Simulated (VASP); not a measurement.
Runs of VASP 6.6.1 on Li2S. The structure is that of space group Fm-3m (No. 225), or close to it. The cells are those of the table. 

| task | level | potentials or basis | cell | k mesh | cutoff (eV) | smearing | grid for exact exchange (PRECFOCK) | share of exact exchange | gap on the mesh (eV) | pressure (GPa) | relaxed volume (Å³/atom) |
| --- | --- | --- | --- | --- | --- | --- | --- | --- | --- | --- | --- |
| single point | HF | VASP PAW PBE potentials, release 64 (Li_sv, S) | a = 4.024 Å, angles 60.0°, 3 atoms | 6 × 6 × 6 | 650 | gaussian 0.01 eV | Normal | 1 | 10.47 | 1.9 | - |
| single point | PBE | VASP PAW PBE potentials, release 64 (Li_sv, S) | a = 4.024 Å, angles 60.0°, 3 atoms | 8 × 8 × 8 | 750 | fermi-dirac 0.02 eV | - | - | 3.39 | 0.2 | - |
| relaxation of cell and atoms | PBEsol | VASP PAW PBE potentials, release 64 (Li_sv, S) | relaxed from a = 4.034 Å, angles 60.0°, 3 atoms | 8 × 8 × 8 | 750 | fermi-dirac 0.02 eV | - | - | 3.20 | 0.0 | 15.07 |
| single point | r2SCAN | VASP PAW PBE potentials, release 64 (Li_sv, S) | a = 4.024 Å, angles 60.0°, 3 atoms | 8 × 8 × 8 | 830 | gaussian 0.01 eV | - | - | 3.86 | -0.2 | - |
| single point | LDA | VASP PAW LDA potentials, release 64 (Li_sv, S) | a = 4.024 Å, angles 60.0°, 3 atoms | 8 × 8 × 8 | 750 | gaussian 0.01 eV | - | - | (a) | -2.8 | - |
| relaxation of cell and atoms | HSE06 | VASP PAW PBE potentials, release 64 (Li_sv, S) | relaxed from a = 4.024 Å, angles 60.0°, 3 atoms | 6 × 6 × 6 | 750 | fermi-dirac 0.02 eV | Normal | 0.25 | 4.32 | 0.0 | 15.16 |
| single point | PBE | VASP PAW PBE potentials, release 64 (Li_sv, S) | a = 4.024 Å, angles 60.0°, 3 atoms | 4 × 4 × 4 | 750 | gaussian 0.01 eV | - | - | 3.38 | 0.3 | - |
| single point | PBE | VASP PAW PBE potentials, release 64 (Li_sv, S) | a = 4.034 Å, angles 60.0°, 3 atoms | 8 × 8 × 8 | 750 | fermi-dirac 0.02 eV | - | - | 3.39 | -0.1 | - |
| single point | r2SCAN | VASP PAW PBE potentials, release 64 (Li_sv, S) | a = 4.024 Å, angles 60.0°, 3 atoms | 8 × 8 × 8 | 830 | fermi-dirac 0.02 eV | - | - | 3.86 | -0.2 | - |
| single point | PBEsol | VASP PAW PBE potentials, release 64 (Li_sv, S) | a = 3.998 Å, angles 60.0°, 3 atoms | 8 × 8 × 8 | 750 | fermi-dirac 0.02 eV | - | - | 3.20 | 0.0 | - |
| relaxation of cell and atoms | LDA | VASP PAW LDA potentials, release 64 (Li_sv, S) | relaxed from a = 4.034 Å, angles 60.0°, 3 atoms | 8 × 8 × 8 | 750 | fermi-dirac 0.02 eV | - | - | 3.12 | 0.0 | (b) |

Alike in all rows: no spin polarisation.

**Question.** Estimate the missing entries.

**Answer.** (a) 3.17; (b) 14.35.

Caveats: some runs use coarse meshes; the PAW data sets were made with another functional, which shifts forces and pressure a little (at least some runs).

A k mesh can miss the band edges.
